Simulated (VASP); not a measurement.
# P (Fd-3m) in VASP: further runs, part 2 of 2

VASP 6.6.1. Earlier steps stand in the parts before.

## (3) Single point, r2SCAN

This run uses another cell than the first one, of 21.46 Å³/atom, 1.030 times its volume.

The input, POSCAR:

```
P
1.0
    0.0000000000      2.7791182822      2.7791182822
    2.7791182822      0.0000000000      2.7791182822
    2.7791182822      2.7791182822      0.0000000000
P
2
Direct
    0.0000000000      0.0000000000      0.0000000000
    0.2500000000      0.2500000000      0.2500000000
```

The input, INCAR.step1:

```
SYSTEM = P
ALGO = Normal
EDIFF = 1E-4
ENCUT = 520
GGA = PE
ISMEAR = -1
LASPH = .TRUE.
LCHARG = .FALSE.
LREAL = .FALSE.
LWAVE = .TRUE.
NBANDS = 12
NELM = 60
PREC = Accurate
SIGMA = 0.1
```

The input, INCAR.step2:

```
SYSTEM = P
ALGO = Normal
EDIFF = 1E-6
ENCUT = 520
ISIF = 2
ISMEAR = -1
ISTART = 1
LASPH = .TRUE.
LCHARG = .FALSE.
LMIXTAU = .TRUE.
LREAL = .FALSE.
LWAVE = .FALSE.
METAGGA = R2SCAN
NBANDS = 12
NELM = 60
PREC = Accurate
SIGMA = 0.1
```

The input, KPOINTS:

```
k-points
0
G
  11 11 11
  0 0 0
```

Potentials or basis: VASP PAW PBE potentials, release 64 (P).

On the command line:

```sh
$ cat potpaw_PBE.64/P/POTCAR > POTCAR
$ cp INCAR.step1 INCAR
$ mpirun -np 1 vasp_std > vasp.out
$ cp INCAR.step2 INCAR
$ mpirun -np 1 vasp_std > vasp.out
```

OUTCAR:

```text
SYSTEM = P
   EDIFF = 1E-6
   ENCUT = 520
   ISIF = 2
   ISMEAR = -1
   ISTART = 1
   LASPH = .TRUE.
   LREAL = .FALSE.
   METAGGA = R2SCAN
   NELM = 60
   PREC = Accurate

 ion  position               nearest neighbor table
   1  0.000  0.000  0.000-   2 2.41   2 2.41   2 2.41   2 2.41
   2  0.250  0.250  0.250-   1 2.41   1 2.41   1 2.41   1 2.41

  LATTYP: Found a face centered cubic cell.
 ALAT       =     5.5582365644

  Lattice vectors:

 A1 = (   0.0000000000,   2.7791182822,   2.7791182822)
 A2 = (   2.7791182822,   0.0000000000,   2.7791182822)
 A3 = (   2.7791182822,   2.7791182822,   0.0000000000)

Analysis of symmetry for initial positions (statically):
=====================================================================
 Subroutine PRICEL returns:
 Original cell was already a primitive cell.

 Routine SETGRP: Setting up the symmetry group for a
 face centered cubic supercell.

 Subroutine GETGRP returns: Found 48 space group operations
 (whereof 24 operations were pure point group operations)
 out of a pool of 48 trial point group operations.

The static configuration has the point symmetry T_d .
 The point group associated with its full space group is O_h .

Analysis of symmetry for dynamics (positions and initial velocities):
=====================================================================
 Subroutine PRICEL returns:
 Original cell was already a primitive cell.

 Routine SETGRP: Setting up the symmetry group for a
 face centered cubic supercell.

 Subroutine GETGRP returns: Found 48 space group operations
 (whereof 24 operations were pure point group operations)
 out of a pool of 48 trial point group operations.

The dynamic configuration has the point symmetry T_d .
 The point group associated with its full space group is O_h .

 Subroutine INISYM returns: Found 48 space group operations
 (whereof 24 operations are pure point group operations),
 and found     1 'primitive' translations

----------------------------------------------------------------------------------------

                                     Primitive cell

  volume of cell :      42.9290

  direct lattice vectors                    reciprocal lattice vectors
     0.000000000  2.779118282  2.779118282    -0.179913177  0.179913177  0.179913177
     2.779118282  0.000000000  2.779118282     0.179913177 -0.179913177  0.179913177
     2.779118282  2.779118282  0.000000000     0.179913177  0.179913177 -0.179913177

  length of vectors
     3.930266766  3.930266766  3.930266766     0.311618764  0.311618764  0.311618764

  position of ions in fractional coordinates (direct lattice)
     0.000000000  0.000000000  0.000000000
     0.250000000  0.250000000  0.250000000

  ion indices of the primitive-cell ions
   primitive index   ion index
                 1           1
                 2           2

----------------------------------------------------------------------------------------

 KPOINTS: k-points

Automatic generation of k-mesh.
 Grid dimensions read from file:
 generate k-points for:   11   11   11

 Generating k-lattice:

  Cartesian coordinates                     Fractional coordinates (reciprocal lattice)
    -0.016355743  0.016355743  0.016355743     0.090909091  0.000000000  0.000000000
     0.016355743 -0.016355743  0.016355743     0.000000000  0.090909091  0.000000000
     0.016355743  0.016355743 -0.016355743     0.000000000  0.000000000  0.090909091

  Length of vectors
     0.028328979  0.028328979  0.028328979

  Shift w.r.t. Gamma in fractional coordinates (k-lattice)
     0.000000000  0.000000000  0.000000000

 Subroutine IBZKPT returns following result:
 ===========================================

 Found     56 irreducible k-points:

 Following reciprocal coordinates:
            Coordinates               Weight
  0.000000  0.000000  0.000000      1.000000
  0.090909  0.000000  0.000000      8.000000
  0.181818  0.000000  0.000000      8.000000
  0.272727  0.000000  0.000000      8.000000
  0.363636  0.000000  0.000000      8.000000
  0.454545  0.000000  0.000000      8.000000
[... 16 lines left out ...]
 -0.272727  0.181818  0.000000     24.000000
 -0.181818  0.181818  0.000000     12.000000
 [... further k-points ...]
   k-points           NKPTS =     56   k-points in BZ     NKDIM =     56   number of bands    NBANDS=     12
   number of dos      NEDOS =    301   number of ions     NIONS =      2
   total plane-waves  NPLWV =  27000
   dimension x,y,z NGX =    30 NGY =   30 NGZ =   30
   dimension x,y,z NGXF=    60 NGYF=   60 NGZF=   60
   ions per type =               2
   NGX,Y,Z   is equivalent  to a cutoff of  12.69, 12.69, 12.69 a.u.
   NGXF,Y,Z  is equivalent  to a cutoff of  25.38, 25.38, 25.38 a.u.
 SYSTEM =  P
   PREC   = accura    normal or accurate (medium, high low for compatibility)
   ISTART =      1    job   : 0-new  1-cont  2-samecut
   ICHARG =      0    charge: 1-file 2-atom 10-const
   ISPIN  =      1    spin polarized calculation?
   LNONCOLLINEAR =      F non collinear calculations
   LSORBIT =      F    spin-orbit coupling
   LASPH  =      T    aspherical Exc in radial PAW
   ENCUT  =  520.0 eV  38.22 Ry    6.18 a.u.   7.31  7.31  7.31*2*pi/ulx,y,z
   NELM   =     60;   NELMIN=  2; NELMDL=  0     # of ELM steps
   EDIFF  = 0.1E-05   stopping-criterion for ELM
   LREAL  =      F    real-space projection
   EDIFFG = 0.1E-04   stopping-criterion for IOM
   NSW    =      0    number of steps for IOM
   IBRION =     -1    ionic relax: 0-MD 1-quasi-New 2-CG
   NFREE  =      0    steps in history (QN), initial steepest desc. (CG)
   ISIF   =      2    stress and relaxation
   ISYM   =      2    0-nonsym 1-usesym 2-fastsym
   POTIM  = 0.5000    time-step for ionic-motion
   TEBEG  =    0.0;   TEEND  =   0.0 temperature during run
   PSTRESS=    0.0 pullay stress
   NELECT =      10.0000    total number of electrons
   NUPDOWN=      -1.0000    fix difference up-down
   EMIN   =  10.00;   EMAX   =-10.00  energy-range for DOS
   EFERMI =   0.00;   METHOD = LEGACY
   ISMEAR =    -1;   SIGMA  =   0.10  broadening in eV -4-tet -1-fermi 0-gaus
   EFERMI_NEDOS =   21; number of points for ismear=-14 and -15
   IALGO  =     38    algorithm
   IMIX   =      4    mixing-type and parameters
     AMIX     =   0.40;   BMIX     =  1.00
     AMIX_MAG =   1.60;   BMIX_MAG =  1.00
  volume/ion in A,a.u.               =      21.46       144.85
  Fermi-wavevector in a.u.,A,eV,Ry     =   1.007298  1.903516 13.805130  1.014648
  Thomas-Fermi vector in A             =   2.140094
   LORBIT       =      0    0 simple, 1 ext, 2 COOP (PROOUT), +10 PAW based schemes
   METAGGA = R2SCAN    functional components
   LHFCALC =     F    Hartree Fock is set to
   AEXX    =    0.0000 exact exchange contribution
   IVDW    =     0    specifies the selected vdW correction
   LEPSILON=     F    determine dielectric tensor
   LRPA    =     F    only Hartree local field effects (RPA)
 non-spin polarized calculation
  energy-cutoff  :      520.00
  volume of cell :       42.93
 maximum number of plane-waves:      1179
 NGX is ok and might be reduce to    30
   NGX = 15   NGY = 15   NGZ = 15

 number of electron      10.0000001 magnetization

 Free energy of the ion-electron system (eV)
  ---------------------------------------------------
  ext. energy  EPLUGINS =         0.00000000
  ---------------------------------------------------
  free energy    TOTEN  =       -16.62012815 eV

  energy without entropy =      -16.58668987  energy(sigma->0) =      -16.60340901

 E-fermi :   5.4551     XC(G=0):  -9.8265

 val. band max:        5.3709165969   @ k =   0.0909   0.0909   0.0000
 cond. band min:       5.4554649314   @ k =   0.1818   0.0909   0.0000
 fundamental gap:      0.0845483345
 Fermi energy:         5.4550841284

 k-point     1 :       0.0000    0.0000    0.0000
  band No.  band energies     occupation
      1     -10.0001      2.00000
      2       1.6939      2.00000
      3       2.3027      2.00000
      4       2.3027      2.00000
      5       2.3027      2.00000
      6       5.5879      0.41885
      7       5.5879      0.41885
      8       5.5879      0.41885
      9      11.9094      0.00000
     10      12.7061      0.00000
     11      12.7061      0.00000
     12      16.2019      0.00000
[... 331 lines left out ...]
 k-point    24 :      -0.1818    0.1818    0.0000
  band No.  band energies     occupation
      1      -9.0289      2.00000
      2      -2.7303      2.00000
      3       0.2906      2.00000
      4       1.6842      2.00000
      5       4.5615      1.99974
      6       6.6796      0.00001
      7       6.8492      0.00000
      8       8.1102      0.00000
      9      11.2892      0.00000
     10      13.3596      0.00000
     11      14.0516      0.00000
     12      16.6462      0.00000

 [... further k-points ...]
[... 5 lines left out ...]
  --------------------------------------------------------------------------------------
  -------------------------------------------------------------------------------------
  Total       -0.7972932     -0.7972932     -0.7972932      0.0000000      0.0000000      0.0000000
  in kB      -29.7562055    -29.7562055    -29.7562055      0.0000000      0.0000000      0.0000000
  external PRESSURE =     -29.7562055 kB  Pullay stress =       0.0000000 kB

 VOLUME and BASIS-vectors are now :
 -----------------------------------------------------------------------------
  energy-cutoff  :      520.00
  volume of cell :       42.93
      direct lattice vectors                 reciprocal lattice vectors
     0.000000000  2.779118282  2.779118282    -0.179913177  0.179913177  0.179913177
     2.779118282  0.000000000  2.779118282     0.179913177 -0.179913177  0.179913177
     2.779118282  2.779118282  0.000000000     0.179913177  0.179913177 -0.179913177

 POSITION                                       TOTAL-FORCE (eV/Angst)
 -----------------------------------------------------------------------------------
      0.00000      0.00000      0.00000        -0.000000     -0.000000     -0.000000
      1.38956      1.38956      1.38956         0.000000      0.000000      0.000000
 -----------------------------------------------------------------------------------
    total drift:                                0.000000     -0.000000     -0.000000

  FREE ENERGIE OF THE ION-ELECTRON SYSTEM (eV)
  ---------------------------------------------------
  free  energy   TOTEN  =       -16.6201281521 eV

  energy  without entropy=      -16.5866898685  energy(sigma->0) =      -16.60340901
```

OUTCAR.step1:

```text
SYSTEM = P
   EDIFF = 1E-4
   ENCUT = 520
   GGA = PE
   ISMEAR = -1
[... 584 lines left out ...]
      0.00000      0.00000      0.00000        -0.000000     -0.000000     -0.000000
      1.38956      1.38956      1.38956         0.000000      0.000000      0.000000
 -----------------------------------------------------------------------------------
    total drift:                                0.000000     -0.000000     -0.000000

  FREE ENERGIE OF THE ION-ELECTRON SYSTEM (eV)
  ---------------------------------------------------
  free  energy   TOTEN  =        -9.6637979889 eV

  energy  without entropy=       -9.6301335922  energy(sigma->0) =       -9.64696579
```

Run time: 86 s. Hardware: 1 thread of Intel Xeon 6975P-C, shared host; peak memory 0.17 GiB.

Results:

```yaml
Free_energy: -16.6201 eV
Pressure: -3.0 GPa
Band_gap_on_the_k_mesh: zero (band 5 reaches 6.31 eV, above the bottom of band 6 at 4.64 eV)
```

Caveat: the PAW data sets were made with another functional, which shifts forces and pressure a little.

## (4) Single point, r2SCAN

This run uses another cell than the first one, of 21.46 Å³/atom, 1.030 times its volume.

POSCAR is that of step 3.

The input, INCAR.step1:

```
PREC = Accurate ; ENCUT = 520
ISMEAR = -1 ; SIGMA = 0.1
LREAL = False ; LASPH = True
NELM = 100 ; NBANDS = 12
GGA = PE ; ALGO = Normal
EDIFF = 1E-4 ; LWAVE = True
LCHARG = False
```

The input, INCAR.step2:

```
PREC = Accurate ; ENCUT = 520
EDIFF = 1E-6 ; ISMEAR = -1
SIGMA = 0.1 ; LREAL = False
LASPH = True ; NELM = 100
ALGO = Normal ; ISIF = 2
LWAVE = False ; LCHARG = True
METAGGA = R2SCAN ; LMIXTAU = True
LELF = True ; LVHAR = True
NBANDS = 12 ; ISTART = 1
```

The input, KPOINTS:

```
Automatic mesh
0
Gamma
  11 11 11
```

Potentials or basis: VASP PAW PBE potentials, release 64 (P).

On the command line:

```sh
$ cat potpaw_PBE.64/P/POTCAR > POTCAR
$ cp INCAR.step1 INCAR
$ mpirun -np 1 vasp_std > vasp.out
$ cp INCAR.step2 INCAR
$ mpirun -np 1 vasp_std > vasp.out
```

OUTCAR:

```text
PREC = Accurate
   ENCUT = 520
   EDIFF = 1E-6
   ISMEAR = -1
   LREAL = False
   LASPH = True
   NELM = 100
   ISIF = 2
   METAGGA = R2SCAN
   ISTART = 1

 ion  position               nearest neighbor table
   1  0.000  0.000  0.000-   2 2.41   2 2.41   2 2.41   2 2.41
   2  0.250  0.250  0.250-   1 2.41   1 2.41   1 2.41   1 2.41

  LATTYP: Found a face centered cubic cell.
 ALAT       =     5.5582365644

  Lattice vectors:

 A1 = (   0.0000000000,   2.7791182822,   2.7791182822)
 A2 = (   2.7791182822,   0.0000000000,   2.7791182822)
 A3 = (   2.7791182822,   2.7791182822,   0.0000000000)

Analysis of symmetry for initial positions (statically):
=====================================================================
 Subroutine PRICEL returns:
 Original cell was already a primitive cell.

 Routine SETGRP: Setting up the symmetry group for a
 face centered cubic supercell.

 Subroutine GETGRP returns: Found 48 space group operations
 (whereof 24 operations were pure point group operations)
 out of a pool of 48 trial point group operations.

The static configuration has the point symmetry T_d .
[... 167 lines left out ...]
 fundamental gap:      0.0845483345
 Fermi energy:         5.4550841284

 k-point     1 :       0.0000    0.0000    0.0000
  band No.  band energies     occupation
      1     -10.0001      2.00000
      2       1.6939      2.00000
      3       2.3027      2.00000
      4       2.3027      2.00000
      5       2.3027      2.00000
      6       5.5879      0.41885
      7       5.5879      0.41885
      8       5.5879      0.41885
      9      11.9094      0.00000
     10      12.7061      0.00000
     11      12.7061      0.00000
     12      16.2019      0.00000
[... 331 lines left out ...]
 k-point    24 :      -0.1818    0.1818    0.0000
  band No.  band energies     occupation
      1      -9.0289      2.00000
      2      -2.7303      2.00000
      3       0.2906      2.00000
      4       1.6842      2.00000
      5       4.5615      1.99974
      6       6.6796      0.00001
      7       6.8492      0.00000
      8       8.1102      0.00000
      9      11.2892      0.00000
     10      13.3596      0.00000
     11      14.0516      0.00000
     12      16.6462      0.00000

 [... further k-points ...]
[... 5 lines left out ...]
  --------------------------------------------------------------------------------------
  -------------------------------------------------------------------------------------
  Total       -0.7972932     -0.7972932     -0.7972932      0.0000000      0.0000000      0.0000000
  in kB      -29.7562055    -29.7562055    -29.7562055      0.0000000      0.0000000      0.0000000
  external PRESSURE =     -29.7562055 kB  Pullay stress =       0.0000000 kB

 VOLUME and BASIS-vectors are now :
 -----------------------------------------------------------------------------
  energy-cutoff  :      520.00
  volume of cell :       42.93
      direct lattice vectors                 reciprocal lattice vectors
     0.000000000  2.779118282  2.779118282    -0.179913177  0.179913177  0.179913177
     2.779118282  0.000000000  2.779118282     0.179913177 -0.179913177  0.179913177
     2.779118282  2.779118282  0.000000000     0.179913177  0.179913177 -0.179913177

 POSITION                                       TOTAL-FORCE (eV/Angst)
 -----------------------------------------------------------------------------------
      0.00000      0.00000      0.00000        -0.000000     -0.000000     -0.000000
      1.38956      1.38956      1.38956         0.000000      0.000000      0.000000
 -----------------------------------------------------------------------------------
    total drift:                                0.000000     -0.000000     -0.000000

  FREE ENERGIE OF THE ION-ELECTRON SYSTEM (eV)
  ---------------------------------------------------
  free  energy   TOTEN  =       -16.6201281521 eV

  energy  without entropy=      -16.5866898685  energy(sigma->0) =      -16.60340901
```

OSZICAR.step1:

```text
N       E                     dE             d eps       ncg     rms          rms(c)
DAV:   1     0.185033457295E+02    0.18503E+02   -0.40933E+03  1344   0.667E+02
DAV:   2    -0.844837637962E+01   -0.26952E+02   -0.25766E+02  1776   0.108E+02
DAV:   3    -0.970251719815E+01   -0.12541E+01   -0.12444E+01  1728   0.206E+01
DAV:   4    -0.971391796153E+01   -0.11401E-01   -0.11398E-01  1656   0.242E+00
DAV:   5    -0.971405432836E+01   -0.13637E-03   -0.13637E-03  1772   0.252E-01    0.689E+00
DAV:   6    -0.968129839909E+01    0.32756E-01   -0.11188E-02  1652   0.539E-01    0.410E+00
DAV:   7    -0.966374929465E+01    0.17549E-01   -0.22975E-02  1628   0.809E-01    0.768E-02
DAV:   8    -0.966378872679E+01   -0.39432E-04   -0.14204E-03  1592   0.224E-01    0.293E-02
DAV:   9    -0.966379798889E+01   -0.92621E-05   -0.26278E-05  1000   0.374E-02
   1 F= -.96637980E+01 E0= -.96469658E+01  d E =-.336644E-01
```

Run time: 76 s. Hardware: 1 thread of Intel Xeon 6975P-C, shared host; peak memory 0.17 GiB.

What came out:

```
Free energy            : -16.6201 eV
Pressure               : -3.0 GPa
Band gap on the k mesh : zero (band 5 reaches 6.31 eV, above the bottom of band 6 at 4.64 eV)
```

Caveat: the PAW data sets were made with another functional, which shifts forces and pressure a little.
